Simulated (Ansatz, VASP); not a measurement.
Two plane-wave programs on AlNi

The input INCAR:

```
SYSTEM = AlNi
ALGO     = Normal         ! electronic algorithm
EDIFF    = 1E-6           ! SCF threshold, eV
ENCUT    = 600            ! plane-wave cutoff, eV
GGA      = PS             ! functional
GGA_COMPAT= .False.      
ISIF     = 2              ! what is computed and relaxed
ISMEAR   = 0              ! smearing method
LASPH    = .True.         ! aspherical terms in the spheres
LCHARG   = .False.        ! write CHGCAR
LREAL    = .False.        ! projectors in reciprocal space
LWAVE    = .False.        ! write WAVECAR
NBANDS   = 14             ! bands
NELM     = 120            ! most SCF steps
PREC     = Accurate       ! precision mode
SIGMA    = 0.15           ! smearing width, eV
```

File KPOINTS:

```
k-points
0
Gamma
  20 20 20
  0 0 0
```

The input POSCAR:

```
AlNi
1.0
    2.9337196908      0.0000000000      0.0000000000
    0.0000000000      2.9337196908      0.0000000000
    0.0000000000      0.0000000000      3.0052738296
Al Ni
1 1
Direct
    0.0000000000      0.0000000000      0.0000000000
    0.5000000000      0.5000000000      0.5000000000
```

Input for Ansatz:

```yaml
crystal:
  lattice:
    - [2.9337196908, 0.0, 0.0]
    - [0.0, 2.9337196908, 0.0]
    - [0.0, 0.0, 3.0052738296]
  atoms:
    - { symbol: Al, position: [0.0, 0.0, 0.0] }
    - { symbol: Ni, position: [0.5, 0.5, 0.5] }
basis:
  ecutwfc: 420
kpoints:
  mp_grid: { grid: [20, 20, 20] }
hamiltonian:
  xc: pbesol
scf:
  occupations: { method: gaussian, width: 0.15 }
output:
  forces: true
  stress: true
  eigenvalues: true
```

Change from the starting cell: strain +0.025 along x and y, +0.050 along z, atoms carried along.

Alike in both runs: task single point; functional PBEsol; k mesh 20 × 20 × 20; occupations gaussian, width 0.15 eV; no spin polarisation.

```csv
,VASP,Ansatz
version,VASP 6.6.1,Ansatz 0.2.0
potentials or method,"VASP PAW PBE potentials, release 64 (Al, Ni), cutoff 600 eV","scalar-relativistic, plane waves, PAW"
valence electrons in the cell,13,21
```

Ansatz gave:

| Item | Value |
| --- | --- |
| gap on the k mesh at the Fermi level (eV) | none |
| pressure (GPa) | -13.7 |
| traceless stress, the component that is largest in VASP (GPa) | -0.83 |

**Question.** Which values does VASP return?

**Answer.** gap on the k mesh at the Fermi level (eV): none; pressure (GPa): -13.6; traceless stress, the component that is largest in VASP (GPa): -0.85.

VASP's potentials were made for PBE, not for PBEsol. A gap of «none» marks a metal or a gap that the smearing closes. VASP's potentials hold 13 valence electrons a cell and Ansatz's 21, so a difference there can come from the potentials and not from the codes.
